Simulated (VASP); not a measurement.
# Rh (P6_3/mmc) in VASP: relaxation of cell and atoms with PBE

Aim: the relaxation of cell and atoms of Rh with PBE.

Everything below comes from runs of VASP 6.6.1. Logs are shortened: lines on timing, memory, paths and dates and some standing lists are left out, and cuts for length are marked.

## 1. The cell of the first run

Symmetry: P6_3/mmc, No. 194, hexagonal system. Conventional cell: a = 2.692 Å, b = 2.692 Å, c = 8.798 Å, α = 90.00°, β = 90.00°, γ = 120.00°. Within 3.5 Å of Rh (site symmetry -3m) lie 12 Rh at 2.69 Å. Rh (site symmetry -6m2) has 12 Rh at 2.69 Å within 3.5 Å.

## 2. Relaxation of cell and atoms, PBE

Contents of INCAR:

```
  ALGO = Normal
  EDIFF = 1E-6
  EDIFFG = -0.005
  ENCUT = 600
  GGA = PE
  IBRION = 2
  ISIF = 3
  ISMEAR = 0
  LASPH = T
  LCHARG = F
  LREAL = F
  LWAVE = F
  NELM = 100
  NSW = 100
  PREC = Accurate
  SIGMA = 0.1
```

Contents of KPOINTS:

```
k-points
0
Gamma
  18 18 6
```

Contents of POSCAR:

```
Rh
1.0
    2.6917446234      0.0000000000      0.0000000000
   -1.3458723117      2.3311192244      0.0000000000
    0.0000000000      0.0000000000      8.7980701300
Rh
4
Direct
    0.0000000000      0.0000000000      0.0000000000
    0.3333333300      0.6666666700      0.2500000000
    0.0000000000      0.0000000000      0.5000000000
    0.6666666700      0.3333333300      0.7500000000
```

Potentials or basis: VASP PAW PBE potentials, release 64 (Rh_pv).

Started as:

```sh
$ cat potpaw_PBE.64/Rh_pv/POTCAR > POTCAR
$ mpirun -np 1 vasp_std > vasp.out
```

OUTCAR:

```text
EDIFF = 1E-6
   EDIFFG = -0.005
   ENCUT = 600
   GGA = PE
   IBRION = 2
   ISIF = 3
   ISMEAR = 0
   LASPH = T
   LREAL = F
   NELM = 100
   NSW = 100
   PREC = Accurate

 ion  position               nearest neighbor table
   1  0.000  0.000  0.000-   2 2.69   4 2.69   4 2.69   2 2.69   4 2.69   2 2.69
   2  0.333  0.667  0.250-   1 2.69   3 2.69   1 2.69   3 2.69   1 2.69   3 2.69
   3  0.000  0.000  0.500-   2 2.69   4 2.69   4 2.69   2 2.69   4 2.69   2 2.69
   4  0.667  0.333  0.750-   1 2.69   3 2.69   1 2.69   3 2.69   1 2.69   3 2.69

  LATTYP: Found a hexagonal cell.
 ALAT       =     2.6917446234
 C/A-ratio  =     3.2685382014

  Lattice vectors:

 A1 = (   2.6917446234,   0.0000000000,   0.0000000000)
 A2 = (  -1.3458723117,   2.3311192244,   0.0000000000)
 A3 = (   0.0000000000,   0.0000000000,   8.7980701300)

Analysis of symmetry for initial positions (statically):
=====================================================================
 Subroutine PRICEL returns:
 Original cell was already a primitive cell.

 Routine SETGRP: Setting up the symmetry group for a
 hexagonal supercell.

 Subroutine GETGRP returns: Found 24 space group operations
 (whereof 12 operations were pure point group operations)
 out of a pool of 24 trial point group operations.

The static configuration has the point symmetry D_3d.
 The point group associated with its full space group is D_6h.

Analysis of symmetry for dynamics (positions and initial velocities):
=====================================================================
 Subroutine PRICEL returns:
 Original cell was already a primitive cell.

 Routine SETGRP: Setting up the symmetry group for a
 hexagonal supercell.

 Subroutine GETGRP returns: Found 24 space group operations
 (whereof 12 operations were pure point group operations)
 out of a pool of 24 trial point group operations.

The dynamic configuration has the point symmetry D_3d.
 The point group associated with its full space group is D_6h.

 Subroutine INISYM returns: Found 24 space group operations
 (whereof 12 operations are pure point group operations),
 and found     1 'primitive' translations

----------------------------------------------------------------------------------------

                                     Primitive cell

  volume of cell :      55.2059

  direct lattice vectors                    reciprocal lattice vectors
     2.691744623  0.000000000  0.000000000     0.371506268  0.214489244  0.000000000
    -1.345872312  2.331119224  0.000000000     0.000000000  0.428978488  0.000000000
     0.000000000  0.000000000  8.798070130     0.000000000  0.000000000  0.113661290

  length of vectors
     2.691744623  2.691744623  8.798070130     0.428978488  0.428978488  0.113661290

  position of ions in fractional coordinates (direct lattice)
     0.000000000  0.000000000  0.000000000
     0.333333330  0.666666670  0.250000000
     0.000000000  0.000000000  0.500000000
     0.666666670  0.333333330  0.750000000

  ion indices of the primitive-cell ions
   primitive index   ion index
                 1           1
                 2           2
                 3           3
                 4           4

----------------------------------------------------------------------------------------

 KPOINTS: k-points

Automatic generation of k-mesh.
 Grid dimensions read from file:
 generate k-points for:   18   18    6

 Generating k-lattice:

  Cartesian coordinates                     Fractional coordinates (reciprocal lattice)
     0.020639237  0.011916069  0.000000000     0.055555556  0.000000000  0.000000000
     0.000000000  0.023832138  0.000000000     0.000000000  0.055555556  0.000000000
     0.000000000  0.000000000  0.018943548     0.000000000  0.000000000  0.166666667

  Length of vectors
     0.023832138  0.023832138  0.018943548

  Shift w.r.t. Gamma in fractional coordinates (k-lattice)
     0.000000000  0.000000000  0.000000000

 Subroutine IBZKPT returns following result:
 ===========================================

 Found    148 irreducible k-points:

 Following reciprocal coordinates:
            Coordinates               Weight
  0.000000  0.000000  0.000000      1.000000
  0.055556  0.000000  0.000000      6.000000
  0.111111  0.000000  0.000000      6.000000
  0.166667 -0.000000  0.000000      6.000000
  0.222222 -0.000000  0.000000      6.000000
  0.277778  0.000000  0.000000      6.000000
[... 16 lines left out ...]
  0.333333  0.111111  0.000000     12.000000
  0.388889  0.111111  0.000000     12.000000
 [... further k-points ...]
   k-points           NKPTS =    148   k-points in BZ     NKDIM =    148   number of bands    NBANDS=     36
   number of dos      NEDOS =    301   number of ions     NIONS =      4
   total plane-waves  NPLWV =  40320
   dimension x,y,z NGX =    24 NGY =   24 NGZ =   70
   dimension x,y,z NGXF=    48 NGYF=   48 NGZF=  140
   ions per type =               4
   NGX,Y,Z   is equivalent  to a cutoff of  14.82, 14.82, 13.23 a.u.
   NGXF,Y,Z  is equivalent  to a cutoff of  29.65, 29.65, 26.45 a.u.
 SYSTEM =  unknown system
   PREC   = accura    normal or accurate (medium, high low for compatibility)
   ISTART =      0    job   : 0-new  1-cont  2-samecut
   ICHARG =      2    charge: 1-file 2-atom 10-const
   ISPIN  =      1    spin polarized calculation?
   LNONCOLLINEAR =      F non collinear calculations
   LSORBIT =      F    spin-orbit coupling
   LASPH  =      T    aspherical Exc in radial PAW
   ENCUT  =  600.0 eV  44.10 Ry    6.64 a.u.   5.38  5.38 17.57*2*pi/ulx,y,z
   NELM   =    100;   NELMIN=  2; NELMDL= -5     # of ELM steps
   EDIFF  = 0.1E-05   stopping-criterion for ELM
   LREAL  =      F    real-space projection
   EDIFFG = -.5E-02   stopping-criterion for IOM
   NSW    =    100    number of steps for IOM
   IBRION =      2    ionic relax: 0-MD 1-quasi-New 2-CG
   NFREE  =      1    steps in history (QN), initial steepest desc. (CG)
   ISIF   =      3    stress and relaxation
   ISYM   =      2    0-nonsym 1-usesym 2-fastsym
   POTIM  = 0.5000    time-step for ionic-motion
   TEBEG  =    0.0;   TEEND  =   0.0 temperature during run
   PSTRESS=    0.0 pullay stress
   NELECT =      60.0000    total number of electrons
   NUPDOWN=      -1.0000    fix difference up-down
   EMIN   =  10.00;   EMAX   =-10.00  energy-range for DOS
   EFERMI =   0.00;   METHOD = LEGACY
   ISMEAR =     0;   SIGMA  =   0.10  broadening in eV -4-tet -1-fermi 0-gaus
   EFERMI_NEDOS =   21; number of points for ismear=-14 and -15
   IALGO  =     38    algorithm
   IMIX   =      4    mixing-type and parameters
     AMIX     =   0.40;   BMIX     =  1.00
     AMIX_MAG =   1.60;   BMIX_MAG =  1.00
  volume/ion in A,a.u.               =      13.80        93.14
  Fermi-wavevector in a.u.,A,eV,Ry     =   1.683178  3.180745 38.546496  2.833088
  Thomas-Fermi vector in A             =   2.766425
   LORBIT       =      0    0 simple, 1 ext, 2 COOP (PROOUT), +10 PAW based schemes
   GGA     = PE    functional components
   LHFCALC =     F    Hartree Fock is set to
   AEXX    =    0.0000 exact exchange contribution
   IVDW    =     0    specifies the selected vdW correction
   LEPSILON=     F    determine dielectric tensor
   LRPA    =     F    only Hartree local field effects (RPA)
 conjugate gradient relaxation of ions
 non-spin polarized calculation
 Gauss-broadening in eV      SIGMA  =   0.10
  energy-cutoff  :      600.00
  volume of cell :       55.21
 maximum number of plane-waves:      1895
 NGX is ok and might be reduce to    24
   NGX = 11   NGY = 11   NGZ = 35

--------------------------------------- Ionic step        1  -------------------------------------------

 number of electron      59.9999979 magnetization

 Free energy of the ion-electron system (eV)
  ---------------------------------------------------
  ext. energy  EPLUGINS =         0.00000000
  ---------------------------------------------------
  free energy    TOTEN  =       -28.95598321 eV

  energy without entropy =      -28.92681021  energy(sigma->0) =      -28.94139671

------------------------ aborting loop because EDIFF is reached ----------------------------------------

  FORCE on cell =-STRESS in cart. coord.  units (eV):
  Direction    XX          YY          ZZ          XY          YZ          ZX
  --------------------------------------------------------------------------------------
  -------------------------------------------------------------------------------------
  Total        1.8344988      1.8344988      1.5982121      0.0000000      0.0000000      0.0000000
  in kB       53.2405154     53.2405154     46.3830419      0.0000000      0.0000000      0.0000000
  external PRESSURE =      50.9546909 kB  Pullay stress =       0.0000000 kB
[... 95 lines left out ...]
  FREE ENERGIE OF THE ION-ELECTRON SYSTEM (eV)
  ---------------------------------------------------
  free  energy   TOTEN  =       -28.9724107425 eV

  energy  without entropy=      -28.9423807772  energy(sigma->0) =      -28.95739576

[... ionic steps 4 to 8 ...]

--------------------------------------- Ionic step        9  -------------------------------------------

 number of electron      59.9999987 magnetization

------------------------ aborting loop because EDIFF is reached ----------------------------------------

  FORCE on cell =-STRESS in cart. coord.  units (eV):
  Direction    XX          YY          ZZ          XY          YZ          ZX
  --------------------------------------------------------------------------------------
  -------------------------------------------------------------------------------------
  Total       -0.0634827     -0.0634827     -0.0642488      0.0000000      0.0000000      0.0000000
  in kB       -1.8066504     -1.8066504     -1.8284517      0.0000000      0.0000000      0.0000000
  external PRESSURE =      -1.8139175 kB  Pullay stress =       0.0000000 kB
[... 61 lines left out ...]
  energy  without entropy=      -28.9424283807  energy(sigma->0) =      -28.95745113

--------------------------------------- Ionic step       11  -------------------------------------------

 number of electron      59.9999986 magnetization

 Free energy of the ion-electron system (eV)
  ---------------------------------------------------
  ext. energy  EPLUGINS =         0.00000000
  ---------------------------------------------------
  free energy    TOTEN  =       -28.97247157 eV

  energy without entropy =      -28.94243048  energy(sigma->0) =      -28.95745102

 E-fermi :  11.5221     XC(G=0): -13.8859

 val. band max:       11.5172421500   @ k =   0.2778   0.0556   0.3333
 cond. band min:      11.5236233873   @ k =   0.1667   0.1111   0.3333
 fundamental gap:      0.0063812373
 Fermi energy:        11.5221059140

 k-point     1 :       0.0000    0.0000    0.0000
  band No.  band energies     occupation
      1     -35.5184      2.00000
      2     -35.1897      2.00000
      3     -35.1802      2.00000
      4     -34.9359      2.00000
      5     -34.9359      2.00000
      6     -34.8993      2.00000
[... 925 lines left out ...]
     35      15.2272      0.00000
     36      17.9545      0.00000

 [... further k-points ...]
[... 5 lines left out ...]
  --------------------------------------------------------------------------------------
  -------------------------------------------------------------------------------------
  Total        0.0154016      0.0154016      0.0071388      0.0000000      0.0000000     -0.0000000
  in kB        0.4386903      0.4386903      0.2033382      0.0000000      0.0000000     -0.0000000
  external PRESSURE =       0.3602396 kB  Pullay stress =       0.0000000 kB
[... 19 lines left out ...]
  FREE ENERGIE OF THE ION-ELECTRON SYSTEM (eV)
  ---------------------------------------------------
  free  energy   TOTEN  =       -28.9724715694 eV

  energy  without entropy=      -28.9424304756  energy(sigma->0) =      -28.95745102

 reached required accuracy - stopping structural energy minimisation
```

It took 10 min on 1 thread of Intel Xeon 6975P-C (Granite Rapids), shared host; peak memory 0.4 GiB.

What came out:

| Item | Value |
| --- | --- |
| Free energy | -28.9725 eV |
| Relaxed volume | 14.06 Å³/atom |
| Relaxed cell | a = 2.710 Å, b = 2.710 Å, c = 8.841 Å, α = 90.00°, β = 90.00°, γ = 120.00° |
| Space group after relaxing (to 0.05 Å) | P6_3/mmc (No. 194) |
| Energy gained by relaxing | 4.1 meV/atom |
| Ionic steps | 11 |
| Pressure after relaxing | 0.0 GPa |
| Band gap on the k mesh | zero (band 30 reaches 12.30 eV, above the bottom of band 31 at 10.39 eV) |

Step by step:
```
step  energy change (eV)  largest force (eV/Å)  pressure (GPa)  volume (Å³)
   1              0.0000                0.0000            5.10        55.21
   2              0.0667                0.0000          -10.06        58.79
   3             -0.0164                0.0000           -0.08        56.28
   4             -0.0164                0.0000           -0.02        56.25
   5             -0.0164                0.0000            0.09        56.23
   6             -0.0165                0.0000            0.11        56.23
   7             -0.0165                0.0000            0.11        56.23
   8             -0.0165                0.0000            0.11        56.23
   9             -0.0165                0.0000           -0.18        56.30
  10             -0.0165                0.0000           -0.05        56.26
  11             -0.0165                0.0000            0.04        56.25
```

Final structure:
```
Rh
1.0
     2.71040    0.00000    0.00000
    -1.35520    2.34728    0.00000
     0.00000    0.00000    8.84140
Rh
4
Direct
  0.00000 0.00000 0.00000
  0.33333 0.66667 0.25000
  0.00000 0.00000 0.50000
  0.66667 0.33333 0.75000
```
